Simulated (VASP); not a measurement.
# Al (I4/mmm) in VASP: further runs, part 2 of 2

VASP 6.6.1. The steps go on from the part before.

## (4) Single point, PBEsol+D3(BJ) (strain +0.0500 x Voigt [0, 0, 1, 0, 0, 0])

INCAR reads:

```
SYSTEM = Al
  PREC = Accurate
  ENCUT = 520
  EDIFF = 1E-7
  ISMEAR = 0
  SIGMA = 0.15
  LREAL = .False.
  LASPH = .True.
  NELM = 100
  ALGO = Fast
  ISIF = 2
  LWAVE = .False.
  LCHARG = .False.
  GGA = PS
  IVDW = 12
  NBANDS = 8
```

KPOINTS reads:

```
regular mesh
0
Gamma
  26 26 26
  0 0 0
```

POSCAR reads:

```
Al
1.0
    0.0000000000      1.9812776140      2.0803414947
    1.9812776140      0.0000000000      2.0803414947
    1.9812776140      1.9812776140      0.0000000000
Al
1
Direct
    0.0000000000      0.0000000000      0.0000000000
```

Launch:

```bash
> cat potpaw_PBE.64/Al/POTCAR > POTCAR
> mpirun -np 1 vasp_std > vasp.out
```

Wall time 83 s (1 thread of Intel Xeon Platinum 8375C at 2.90GHz (Ice Lake), shared host); peak memory 0.27 GiB.

Results (log left out):

* Free energy: -4.4105 eV
* Pressure: -3.7 GPa
* Dispersion energy per atom: -0.321 eV

Stress tensor (GPa, compression positive):
```
-2.70  0.00  0.00
 0.00 -2.70  0.00
 0.00  0.00 -5.82
```

Levels at points of the mesh, in eV from the Fermi level:
```tsv
k point	band 1	band 2	band 3	band 4	band 5
(0.00, 0.00, 0.00)	-11.20	12.32	12.86	12.86	14.18
(0.50, 0.00, 0.00)	-4.63	-4.38	10.77	10.86	12.04
(0.50, 0.50, 0.00)	-3.40	-2.27	5.63	6.24	6.24
(0.50, 0.00, 0.50)	-2.71	-1.28	5.09	5.18	5.52
```

Caveat: the cell differs from its parent crystal (strain +0.0500 x Voigt [0, 0, 1, 0, 0, 0]); the PAW data sets were made with another functional, which shifts forces and pressure a little; pairwise dispersion overbinds metals, which lowers pressure and volume.

## (5) Single point, PBEsol+D3(BJ) (strain +0.0750 x Voigt [0, 0, 1, 0, 0, 0])

INCAR reads:

```
ALGO = Fast
EDIFF = 1E-6
ENCUT = 520
GGA = PS
ISIF = 2
ISMEAR = 0
IVDW = 12
LASPH = True
LCHARG = False
LREAL = False
LWAVE = False
NBANDS = 8
NELM = 60
PREC = Accurate
SIGMA = 0.15
```

KPOINTS reads:

```
k-points
0
Gamma
  26 26 26
```

POSCAR reads:

```
Al
1.0
    0.0000000000      1.9812776140      2.1298734350
    1.9812776140      0.0000000000      2.1298734350
    1.9812776140      1.9812776140      0.0000000000
Al
1
Direct
    0.0000000000      0.0000000000      0.0000000000
```

Launch:

```bash
> cat potpaw_PBE.64/Al/POTCAR > POTCAR
> mpirun -np 1 vasp_std > vasp.out
```

It took 80 s on 1 thread of Intel Xeon Platinum 8375C at 2.90GHz (Ice Lake), shared host; peak memory 0.27 GiB.

It converged, with:

```
Free energy                : -4.3939 eV
Pressure                   : -5.2 GPa
Dispersion energy per atom : -0.313 eV
```

Stress tensor (GPa, compression positive):
```
-3.89  0.00  0.00
 0.00 -3.89  0.00
 0.00  0.00 -7.81
```

Levels at points of the mesh, in eV from the Fermi level:
```csv
k point,band 1,band 2,band 3,band 4,band 5
"(0.00, 0.00, 0.00)",-11.04,12.05,12.85,12.85,13.88
"(0.50, 0.00, 0.00)",-4.53,-4.34,10.15,10.43,12.17
"(0.50, 0.50, 0.00)",-3.53,-2.58,5.81,6.42,6.42
"(0.50, 0.00, 0.50)",-2.54,-1.11,4.88,5.03,5.39
```

Caveat: the cell differs from its parent crystal (strain +0.0750 x Voigt [0, 0, 1, 0, 0, 0]); the PAW data sets were made with another functional, which shifts forces and pressure a little; pairwise dispersion overbinds metals, which lowers pressure and volume.

## (6) Single point, PBEsol+D3(BJ) (strain +0.0875 x Voigt [0, 0, 1, 0, 0, 0])

INCAR reads:

```
SYSTEM = Al
ALGO     = Fast           ! electronic algorithm
EDIFF    = 1E-7           ! SCF threshold, eV
ENCUT    = 520            ! plane-wave cutoff, eV
GGA      = PS             ! functional
ISIF     = 2              ! what is computed and relaxed
ISMEAR   = 0              ! smearing method
IVDW     = 12             ! dispersion correction
LASPH    = .True.         ! aspherical terms in the spheres
LCHARG   = .False.        ! write CHGCAR
LREAL    = .False.        ! projectors in reciprocal space
LWAVE    = .False.        ! write WAVECAR
NBANDS   = 8              ! bands
NELM     = 80             ! most SCF steps
PREC     = Accurate       ! precision mode
SIGMA    = 0.15           ! smearing width, eV
```

KPOINTS reads:

```
k-points
0
Gamma
  26 26 26
  0 0 0
```

POSCAR reads:

```
Al
1.0
    0.0000000000      1.9812776140      2.1546394052
    1.9812776140      0.0000000000      2.1546394052
    1.9812776140      1.9812776140      0.0000000000
Al
1
Direct
    0.0000000000      0.0000000000      0.0000000000
```

Potentials or basis: VASP PAW PBE potentials, release 64 (Al).

Launch:

```bash
> cat potpaw_PBE.64/Al/POTCAR > POTCAR
> mpirun -np 1 vasp_std > vasp.out
```

It took 84 s on 1 thread of Intel Xeon Platinum 8375C at 2.90GHz (Ice Lake), shared host; peak memory 0.28 GiB.

It converged, with:

```yaml
Free_energy: -4.3839 eV
Pressure: -5.8 GPa
Dispersion_energy_per_atom: -0.309 eV
```

Stress tensor (GPa, compression positive):
```
-4.44  0.00  0.00
 0.00 -4.44  0.00
 0.00  0.00 -8.56
```

Levels at points of the mesh, in eV from the Fermi level:
```
           k point  band 1  band 2  band 3  band 4
(0.00, 0.00, 0.00)  -10.96   11.93   12.85   12.85
(0.50, 0.00, 0.00)   -4.48   -4.31    9.85   10.23
(0.50, 0.50, 0.00)   -3.58   -2.72    5.90    6.51
(0.50, 0.00, 0.50)   -2.45   -1.03    4.74    5.02
```

Caveat: the cell differs from its parent crystal (strain +0.0875 x Voigt [0, 0, 1, 0, 0, 0]); the PAW data sets were made with another functional, which shifts forces and pressure a little; pairwise dispersion overbinds metals, which lowers pressure and volume.

## (7) Summary

| cell | further INCAR settings | gap on the mesh (eV) | pressure (GPa) |
| --- | --- | --- | --- |
| a = 2.767, b = 2.767, c = 2.802 Å, angles 59.6, 59.6, 60.8°, 1 atom | ALGO = Fast; EDIFF = 1e-06; NBANDS = 8 | none | 2.6 |
| a = 2.837, b = 2.837, c = 2.802 Å, angles 60.4, 60.4, 59.2°, 1 atom | ALGO = Fast; EDIFF = 1e-07; NBANDS = 8 | none | -2.0 |
| a = 2.873, b = 2.873, c = 2.802 Å, angles 60.8, 60.8, 58.4°, 1 atom | ALGO = Fast; EDIFF = 1e-07; NBANDS = 8 | none | -3.7 |
| a = 2.909, b = 2.909, c = 2.802 Å, angles 61.2, 61.2, 57.6°, 1 atom | ALGO = Fast; EDIFF = 1e-06; NBANDS = 8 | none | -5.2 |
| a = 2.927, b = 2.927, c = 2.802 Å, angles 61.4, 61.4, 57.2°, 1 atom | ALGO = Fast; EDIFF = 1e-07; NBANDS = 8 | none | -5.8 |

Alike in all rows: task single point; level PBEsol+D3(BJ); potentials or basis VASP PAW PBE potentials, release 64 (Al); no spin polarisation; k mesh 26 × 26 × 26; cutoff (eV) 520; smearing gaussian 0.15 eV.

Caveats: the PAW data sets were made with another functional, which shifts forces and pressure a little; pairwise dispersion overbinds metals, which lowers pressure and volume.

Absolute energies hang on the potentials; compare differences alone.
